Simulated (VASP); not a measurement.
# Pb (Fd-3m) in VASP: a series of runs

Pb is run at these levels: LDA; tasks: single point.

Program: VASP 6.6.1. These are calculated values, not measurements. Logs are shortened: lines on timing, memory, paths and dates and some standing lists are left out, and cuts for length are marked.

## 1. The cell of the first run

The structure is cubic, space group Fd-3m (No. 227). The conventional cell has a = 6.827 Å, b = 6.827 Å, c = 6.827 Å, α = 90.00°, β = 90.00°, γ = 90.00°. Pb (site symmetry -43m) has 4 Pb at 2.96 Å within 3.9 Å.

## 2. Single point, LDA

Contents of INCAR:

```
ALGO = Normal
EDIFF = 1E-7
ENCUT = 520
GGA = CA
ISIF = 2
ISMEAR = -1
LASPH = T
LCHARG = T
LELF = T
LREAL = F
LVHAR = T
LWAVE = F
NBANDS = 21
NELM = 100
PREC = Accurate
SIGMA = 0.1
```

Contents of KPOINTS:

```
k-points
0
Gamma
  8 8 8
```

Contents of POSCAR:

```
Pb
1.0
    0.0000000000      3.4136764852      3.4136764852
    3.4136764852      0.0000000000      3.4136764852
    3.4136764852      3.4136764852      0.0000000000
Pb
2
Direct
    0.1250000000      0.1250000000      0.1250000000
    0.8750000000      0.8750000000      0.8750000000
```

Potentials or basis: VASP PAW LDA potentials, release 64 (Pb_d).

The run is started by

```
> cat potpaw_LDA.64/Pb_d/POTCAR > POTCAR
> mpirun -np 1 vasp_std > vasp.out
```

OUTCAR:

```text
EDIFF = 1E-7
   ENCUT = 520
   GGA = CA
   ISIF = 2
   ISMEAR = -1
   LASPH = T
   LREAL = F
   NELM = 100
   PREC = Accurate

 ion  position               nearest neighbor table
   1  0.125  0.125  0.125-   2 2.96   2 2.96   2 2.96   2 2.96
   2  0.875  0.875  0.875-   1 2.96   1 2.96   1 2.96   1 2.96

  LATTYP: Found a face centered cubic cell.
 ALAT       =     6.8273529704

  Lattice vectors:

 A1 = (   0.0000000000,   3.4136764852,   3.4136764852)
 A2 = (   3.4136764852,   0.0000000000,   3.4136764852)
 A3 = (   3.4136764852,   3.4136764852,   0.0000000000)

Analysis of symmetry for initial positions (statically):
=====================================================================
 Subroutine PRICEL returns:
 Original cell was already a primitive cell.

 Routine SETGRP: Setting up the symmetry group for a
 face centered cubic supercell.

 Subroutine GETGRP returns: Found 48 space group operations
 (whereof 12 operations were pure point group operations)
 out of a pool of 48 trial point group operations.

The static configuration has the point symmetry D_3d.
 The point group associated with its full space group is O_h .

Analysis of symmetry for dynamics (positions and initial velocities):
=====================================================================
 Subroutine PRICEL returns:
 Original cell was already a primitive cell.

 Routine SETGRP: Setting up the symmetry group for a
 face centered cubic supercell.

 Subroutine GETGRP returns: Found 48 space group operations
 (whereof 12 operations were pure point group operations)
 out of a pool of 48 trial point group operations.

The dynamic configuration has the point symmetry D_3d.
 The point group associated with its full space group is O_h .

 Subroutine INISYM returns: Found 48 space group operations
 (whereof 12 operations are pure point group operations),
 and found     1 'primitive' translations

----------------------------------------------------------------------------------------

                                     Primitive cell

  volume of cell :      79.5604

  direct lattice vectors                    reciprocal lattice vectors
     0.000000000  3.413676485  3.413676485    -0.146469650  0.146469650  0.146469650
     3.413676485  0.000000000  3.413676485     0.146469650 -0.146469650  0.146469650
     3.413676485  3.413676485  0.000000000     0.146469650  0.146469650 -0.146469650

  length of vectors
     4.827667583  4.827667583  4.827667583     0.253692876  0.253692876  0.253692876

  position of ions in fractional coordinates (direct lattice)
     0.125000000  0.125000000  0.125000000
     0.875000000  0.875000000  0.875000000

  ion indices of the primitive-cell ions
   primitive index   ion index
                 1           1
                 2           2

----------------------------------------------------------------------------------------

 KPOINTS: k-points

Automatic generation of k-mesh.
 Grid dimensions read from file:
 generate k-points for:    8    8    8

 Generating k-lattice:

  Cartesian coordinates                     Fractional coordinates (reciprocal lattice)
    -0.018308706  0.018308706  0.018308706     0.125000000  0.000000000  0.000000000
     0.018308706 -0.018308706  0.018308706     0.000000000  0.125000000  0.000000000
     0.018308706  0.018308706 -0.018308706     0.000000000  0.000000000  0.125000000

  Length of vectors
     0.031711609  0.031711609  0.031711609

  Shift w.r.t. Gamma in fractional coordinates (k-lattice)
     0.000000000  0.000000000  0.000000000

 Subroutine IBZKPT returns following result:
 ===========================================

 Found     29 irreducible k-points:

 Following reciprocal coordinates:
            Coordinates               Weight
  0.000000  0.000000  0.000000      1.000000
  0.125000  0.000000  0.000000      8.000000
  0.250000  0.000000  0.000000      8.000000
  0.375000  0.000000  0.000000      8.000000
  0.500000  0.000000  0.000000      4.000000
  0.125000  0.125000  0.000000      6.000000
[... 16 lines left out ...]
  0.500000  0.250000  0.125000     48.000000
 -0.375000  0.250000  0.125000     24.000000
 [... further k-points ...]
   k-points           NKPTS =     29   k-points in BZ     NKDIM =     29   number of bands    NBANDS=     21
   number of dos      NEDOS =    301   number of ions     NIONS =      2
   total plane-waves  NPLWV =  46656
   dimension x,y,z NGX =    36 NGY =   36 NGZ =   36
   dimension x,y,z NGXF=    72 NGYF=   72 NGZF=   72
   ions per type =               2
   NGX,Y,Z   is equivalent  to a cutoff of  12.40, 12.40, 12.40 a.u.
   NGXF,Y,Z  is equivalent  to a cutoff of  24.79, 24.79, 24.79 a.u.
 SYSTEM =  unknown system
   PREC   = accura    normal or accurate (medium, high low for compatibility)
   ISTART =      0    job   : 0-new  1-cont  2-samecut
   ICHARG =      2    charge: 1-file 2-atom 10-const
   ISPIN  =      1    spin polarized calculation?
   LNONCOLLINEAR =      F non collinear calculations
   LSORBIT =      F    spin-orbit coupling
   LASPH  =      T    aspherical Exc in radial PAW
   ENCUT  =  520.0 eV  38.22 Ry    6.18 a.u.   8.98  8.98  8.98*2*pi/ulx,y,z
   NELM   =    100;   NELMIN=  2; NELMDL= -5     # of ELM steps
   EDIFF  = 0.1E-06   stopping-criterion for ELM
   LREAL  =      F    real-space projection
   EDIFFG = 0.1E-05   stopping-criterion for IOM
   NSW    =      0    number of steps for IOM
   IBRION =     -1    ionic relax: 0-MD 1-quasi-New 2-CG
   NFREE  =      0    steps in history (QN), initial steepest desc. (CG)
   ISIF   =      2    stress and relaxation
   ISYM   =      2    0-nonsym 1-usesym 2-fastsym
   POTIM  = 0.5000    time-step for ionic-motion
   TEBEG  =    0.0;   TEEND  =   0.0 temperature during run
   PSTRESS=    0.0 pullay stress
   NELECT =      28.0000    total number of electrons
   NUPDOWN=      -1.0000    fix difference up-down
   EMIN   =  10.00;   EMAX   =-10.00  energy-range for DOS
   EFERMI =   0.00;   METHOD = LEGACY
   ISMEAR =    -1;   SIGMA  =   0.10  broadening in eV -4-tet -1-fermi 0-gaus
   EFERMI_NEDOS =   21; number of points for ismear=-14 and -15
   IALGO  =     38    algorithm
   IMIX   =      4    mixing-type and parameters
     AMIX     =   0.40;   BMIX     =  1.00
     AMIX_MAG =   1.60;   BMIX_MAG =  1.00
  volume/ion in A,a.u.               =      39.78       268.45
  Fermi-wavevector in a.u.,A,eV,Ry     =   1.155833  2.184208 18.176707  1.335950
  Thomas-Fermi vector in A             =   2.292458
   LORBIT       =      0    0 simple, 1 ext, 2 COOP (PROOUT), +10 PAW based schemes
   GGA     = CA    functional components
   LHFCALC =     F    Hartree Fock is set to
   AEXX    =    0.0000 exact exchange contribution
   IVDW    =     0    specifies the selected vdW correction
   LEPSILON=     F    determine dielectric tensor
   LRPA    =     F    only Hartree local field effects (RPA)
 non-spin polarized calculation
  energy-cutoff  :      520.00
  volume of cell :       79.56
 maximum number of plane-waves:      2164
   NGX = 17   NGY = 17   NGZ = 17

 number of electron      28.0000009 magnetization

 Free energy of the ion-electron system (eV)
  ---------------------------------------------------
  ext. energy  EPLUGINS =         0.00000000
  ---------------------------------------------------
  free energy    TOTEN  =        -7.89905180 eV

  energy without entropy =       -7.88429738  energy(sigma->0) =       -7.89167459

 E-fermi :   4.2633     XC(G=0):  -8.8579

 val. band max:        3.9830142195   @ k =   0.1250   0.1250   0.0000
 cond. band min:       4.3204484686   @ k =  -0.1250   0.1250   0.0000
 fundamental gap:      0.3374342491
 Fermi energy:         4.2632680328

 k-point     1 :       0.0000    0.0000    0.0000
  band No.  band energies     occupation
      1     -12.9464      2.00000
      2     -12.9464      2.00000
      3     -12.9464      2.00000
      4     -12.8626      2.00000
      5     -12.8626      2.00000
      6     -12.4056      2.00000
[... 13 lines left out ...]
     20      12.2093      0.00000
     21      12.2093      0.00000

 k-point     2 :       0.1250    0.0000    0.0000
  band No.  band energies     occupation
      1     -12.9626      2.00000
      2     -12.9626      2.00000
      3     -12.9427      2.00000
      4     -12.8394      2.00000
      5     -12.8394      2.00000
      6     -12.4318      2.00000
[... 13 lines left out ...]
     20      11.5840      0.00000
     21      11.5848      0.00000

 k-point     3 :       0.2500    0.0000    0.0000
  band No.  band energies     occupation
      1     -12.9837      2.00000
      2     -12.9837      2.00000
      3     -12.9335      2.00000
      4     -12.8029      2.00000
      5     -12.8029      2.00000
      6     -12.4623      2.00000
[... 13 lines left out ...]
     20      11.4016      0.00000
     21      11.4016      0.00000

 k-point     4 :       0.3750    0.0000    0.0000
  band No.  band energies     occupation
      1     -12.9948      2.00000
      2     -12.9948      2.00000
      3     -12.9239      2.00000
      4     -12.7799      2.00000
      5     -12.7799      2.00000
      6     -12.4783      2.00000
[... 13 lines left out ...]
     20      12.0197      0.00000
     21      12.0197      0.00000

 k-point     5 :       0.5000    0.0000    0.0000
  band No.  band energies     occupation
      1     -12.9977      2.00000
      2     -12.9977      2.00000
      3     -12.9198      2.00000
      4     -12.7735      2.00000
      5     -12.7735      2.00000
      6     -12.4820      2.00000
[... 13 lines left out ...]
     20      12.2141      0.00000
     21      12.7195      0.00000

 k-point     6 :       0.1250    0.1250    0.0000
  band No.  band energies     occupation
      1     -12.9617      2.00000
      2     -12.9585      2.00000
      3     -12.9585      2.00000
      4     -12.8438      2.00000
      5     -12.8150      2.00000
      6     -12.4842      2.00000
[... 13 lines left out ...]
     20      10.5638      0.00000
     21      12.5759      0.00000

 k-point     7 :       0.2500    0.1250    0.0000
  band No.  band energies     occupation
      1     -12.9896      2.00000
      2     -12.9756      2.00000
      3     -12.9430      2.00000
      4     -12.8142      2.00000
      5     -12.7733      2.00000
      6     -12.5315      2.00000
[... 13 lines left out ...]
     20      10.7612      0.00000
     21      12.2663      0.00000
[... 291 lines left out ...]
      1     -13.0523      2.00000
      2     -13.0197      2.00000
      3     -12.8385      2.00000
      4     -12.7154      2.00000
      5     -12.6428      2.00000
      6     -12.6229      2.00000
[... 13 lines left out ...]
     20      12.4833      0.00000
     21      14.2728      0.00000

 k-point    21 :       0.5000    0.5000    0.0000
  band No.  band energies     occupation
      1     -13.0181      2.00000
      2     -13.0181      2.00000
      3     -12.8424      2.00000
      4     -12.8424      2.00000
      5     -12.6170      2.00000
      6     -12.6170      2.00000
[... 13 lines left out ...]
     20      12.5391      0.00000
     21      14.5913      0.00000

 k-point    22 :       0.3750    0.2500    0.1250
  band No.  band energies     occupation
      1     -13.0053      2.00000
      2     -13.0013      2.00000
      3     -12.9168      2.00000
      4     -12.7861      2.00000
      5     -12.7286      2.00000
      6     -12.5815      2.00000
[... 13 lines left out ...]
     20      11.5847      0.00000
     21      12.3199      0.00000

 k-point    23 :       0.5000    0.2500    0.1250
  band No.  band energies     occupation
      1     -13.0307      2.00000
      2     -13.0142      2.00000
      3     -12.8746      2.00000
      4     -12.7540      2.00000
      5     -12.7009      2.00000
      6     -12.6031      2.00000
[... 13 lines left out ...]
     20      11.7614      0.00000
     21      12.7544      0.00000

 k-point    24 :      -0.3750    0.2500    0.1250
  band No.  band energies     occupation
      1     -13.0416      2.00000
      2     -13.0172      2.00000
      3     -12.8549      2.00000
      4     -12.7306      2.00000
      5     -12.7037      2.00000
      6     -12.5970      2.00000
[... 13 lines left out ...]
     20      12.1840      0.00000
     21      12.9481      0.00000

 [... further k-points ...]
[... 5 lines left out ...]
  --------------------------------------------------------------------------------------
  -------------------------------------------------------------------------------------
  Total        0.0080061      0.0080061      0.0080061      0.0000000      0.0000000      0.0000000
  in kB        0.1612264      0.1612264      0.1612264      0.0000000      0.0000000      0.0000000
  external PRESSURE =       0.1612264 kB  Pullay stress =       0.0000000 kB

 VOLUME and BASIS-vectors are now :
 -----------------------------------------------------------------------------
  energy-cutoff  :      520.00
  volume of cell :       79.56
      direct lattice vectors                 reciprocal lattice vectors
     0.000000000  3.413676485  3.413676485    -0.146469650  0.146469650  0.146469650
     3.413676485  0.000000000  3.413676485     0.146469650 -0.146469650  0.146469650
     3.413676485  3.413676485  0.000000000     0.146469650  0.146469650 -0.146469650

 POSITION                                       TOTAL-FORCE (eV/Angst)
 -----------------------------------------------------------------------------------
      0.85342      0.85342      0.85342         0.000000     -0.000000     -0.000000
      5.97393      5.97393      5.97393        -0.000000      0.000000      0.000000
 -----------------------------------------------------------------------------------
    total drift:                                0.000000      0.000000      0.000000

  FREE ENERGIE OF THE ION-ELECTRON SYSTEM (eV)
  ---------------------------------------------------
  free  energy   TOTEN  =        -7.8990517979 eV

  energy  without entropy=       -7.8842973787  energy(sigma->0) =       -7.89167459
```

Run time: 22 s. Hardware: 1 thread of AMD EPYC 9R45 (Zen 5), shared host; peak memory 0.15 GiB.

Results:

```
Free energy            : -7.8991 eV
Pressure               : 0.0 GPa
Band gap on the k mesh : zero (band 14 reaches 4.66 eV, above the bottom of band 15 at 3.48 eV)
```

Caveat: spin-orbit coupling is left out, which moves the levels of the heavy elements.

## 3. Single point, LDA (volume scaled by 0.88)

Contents of INCAR:

```
ALGO = Normal
EDIFF = 1E-6
ENCUT = 520
ISIF = 2
ISMEAR = -1
LASPH = True
LCHARG = False
LREAL = False
LWAVE = False
NBANDS = 21
NELM = 60
PREC = Accurate
SIGMA = 0.1
```

Contents of KPOINTS:

```
k-points
0
Gamma
  9 9 9
```

Contents of POSCAR:

```
Pb
1.0
    0.0000000000      3.2712714593      3.2712714593
    3.2712714593      0.0000000000      3.2712714593
    3.2712714593      3.2712714593      0.0000000000
Pb
2
Direct
    0.1250000000      0.1250000000      0.1250000000
    0.8750000000      0.8750000000      0.8750000000
```

Potentials or basis: VASP PAW LDA potentials, release 64 (Pb_d).

The run is started by

```
> cat potpaw_LDA.64/Pb_d/POTCAR > POTCAR
> mpirun -np 1 vasp_std > vasp.out
```

OUTCAR:

```text
EDIFF = 1E-6
   ENCUT = 520
   ISIF = 2
   ISMEAR = -1
   LASPH = True
   LREAL = False
   NELM = 60
   PREC = Accurate

 ion  position               nearest neighbor table
   1  0.125  0.125  0.125-   2 2.83   2 2.83   2 2.83   2 2.83
   2  0.875  0.875  0.875-   1 2.83   1 2.83   1 2.83   1 2.83

  LATTYP: Found a face centered cubic cell.
 ALAT       =     6.5425429186

  Lattice vectors:

 A1 = (   0.0000000000,   3.2712714593,   3.2712714593)
 A2 = (   3.2712714593,   0.0000000000,   3.2712714593)
 A3 = (   3.2712714593,   3.2712714593,   0.0000000000)

[... 188 lines left out ...]
      5     -11.8918      2.00000
      6     -11.2666      2.00000
[... 565 lines left out ...]
     20      15.3507      0.00000
     21      16.2792      0.00000

 [... further k-points ...]
[... 5 lines left out ...]
  --------------------------------------------------------------------------------------
  -------------------------------------------------------------------------------------
  Total        2.5426614      2.5426614      2.5426614     -0.0000000      0.0000000     -0.0000000
  in kB       58.1861157     58.1861157     58.1861157     -0.0000000      0.0000000     -0.0000000
  external PRESSURE =      58.1861157 kB  Pullay stress =       0.0000000 kB

 VOLUME and BASIS-vectors are now :
 -----------------------------------------------------------------------------
  energy-cutoff  :      520.00
  volume of cell :       70.01
      direct lattice vectors                 reciprocal lattice vectors
     0.000000000  3.271271459  3.271271459    -0.152845768  0.152845768  0.152845768
     3.271271459  0.000000000  3.271271459     0.152845768 -0.152845768  0.152845768
     3.271271459  3.271271459  0.000000000     0.152845768  0.152845768 -0.152845768

 POSITION                                       TOTAL-FORCE (eV/Angst)
 -----------------------------------------------------------------------------------
      0.81782      0.81782      0.81782         0.000000      0.000000      0.000000
      5.72473      5.72473      5.72473        -0.000000     -0.000000     -0.000000
 -----------------------------------------------------------------------------------
    total drift:                                0.000000      0.000000      0.000000

  FREE ENERGIE OF THE ION-ELECTRON SYSTEM (eV)
  ---------------------------------------------------
  free  energy   TOTEN  =        -7.7378578592 eV

  energy  without entropy=       -7.7279149889  energy(sigma->0) =       -7.73288642
```

It took 23 s on 1 thread of AMD EPYC 9R45 (Zen 5), shared host; peak memory 0.16 GiB.

What came out:

- Free energy: -7.7379 eV
- Pressure: 5.8 GPa
- Band gap on the k mesh: zero (band 14 reaches 6.03 eV, above the bottom of band 15 at 4.66 eV)

Caveat: spin-orbit coupling is left out, which moves the levels of the heavy elements.
